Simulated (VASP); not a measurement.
TlBr:

```
Tl Br
1.0
     3.97752    0.00000    0.00000
     0.00000    3.97752    0.00000
     0.00000    0.00000    3.97752
Tl Br
1 1
Direct
  0.00000 0.00000 0.00000
  0.50000 0.50000 0.50000
```

```yaml
Program: VASP 6.6.1
Task: relaxation of cell and atoms
Functional: PBE
Potentials_or_basis: VASP PAW PBE potentials, release 64 (Tl_d, Br)
Cutoff: 500 eV
k_mesh: 5 × 5 × 5
Occupations: fermi-dirac, width 0.1 eV
Spin: no spin polarisation
```

At the start: pressure 1.2 GPa; volume 31.46 Å³/atom.

Where does the relaxation end?

Over 3 steps the energy falls by 6.4 meV/atom and the volume is 33.27 Å³/atom (+5.7 %); space group Pm-3m (No. 221, to 0.05 Å).

The path:
| step | energy change (eV) | largest force (eV/Å) | pressure (GPa) | volume (Å³) |
| --- | --- | --- | --- | --- |
| 1 | 0.0000 | 0.0000 | 1.23 | 62.93 |
| 2 | -0.0112 | 0.0000 | 0.41 | 65.16 |
| 3 | -0.0129 | 0.0000 | -0.04 | 66.54 |

Final structure:
```cif
data_structure
_symmetry_space_group_name_H-M 'P 1'
_symmetry_Int_Tables_number 1
_cell_length_a 4.0522
_cell_length_b 4.0522
_cell_length_c 4.0522
_cell_angle_alpha 90.000
_cell_angle_beta 90.000
_cell_angle_gamma 90.000
_cell_volume 66.54
loop_
_atom_site_label
_atom_site_type_symbol
_atom_site_fract_x
_atom_site_fract_y
_atom_site_fract_z
_atom_site_occupancy
Tl1 Tl 0.00000 0.00000 0.00000 1
Br1 Br 0.50000 0.50000 0.50000 1
```
